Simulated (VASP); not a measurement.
A run of VASP 6.6.1:

INCAR

```
PREC = Accurate
ENCUT = 520
EDIFF = 1E-7
ISMEAR = 0
SIGMA = 0.15
LREAL = False
LASPH = True
NELM = 80
ALGO = Normal
ISIF = 2
LWAVE = False
LCHARG = True
GGA = PE
LELF = True
LVHAR = True
NBANDS = 29
```

The input KPOINTS:

```
Automatic mesh
0
Gamma
  14 14 14
```

POSCAR

```
TiSi2
1.0
    0.0000000000      4.1351811254      4.2795976059
    2.4038689114      0.0000000000      4.2795976059
    2.4038689114      4.1351811254      0.0000000000
Ti Si
2 4
Direct
    0.7719062652      0.7719062652      0.7280937348
    0.5219062652      0.5219062652      0.4780937348
    0.0868244589      0.4131755411      0.0868244589
    0.4131755411      0.0868244589      0.4131755411
    0.1631755411      0.8368244589      0.1631755411
    0.8368244589      0.1631755411      0.8368244589
```

Potentials or basis: VASP PAW PBE potentials, release 64 (Ti_sv, Si).

The run is started by

```bash
$ cat potpaw_PBE.64/Ti_sv/POTCAR potpaw_PBE.64/Si/POTCAR > POTCAR
$ mpirun -np 1 vasp_std > vasp.out
```

Hardware: 1 thread of Intel Xeon 6975P-C (shared host).

**Question.** Estimate the wall time of this run.

**Answer.** It took 24 min on 1 thread of Intel Xeon 6975P-C, with other jobs on the host, peak memory 0.89 GiB. Counts: scf iterations 16, k points 428.
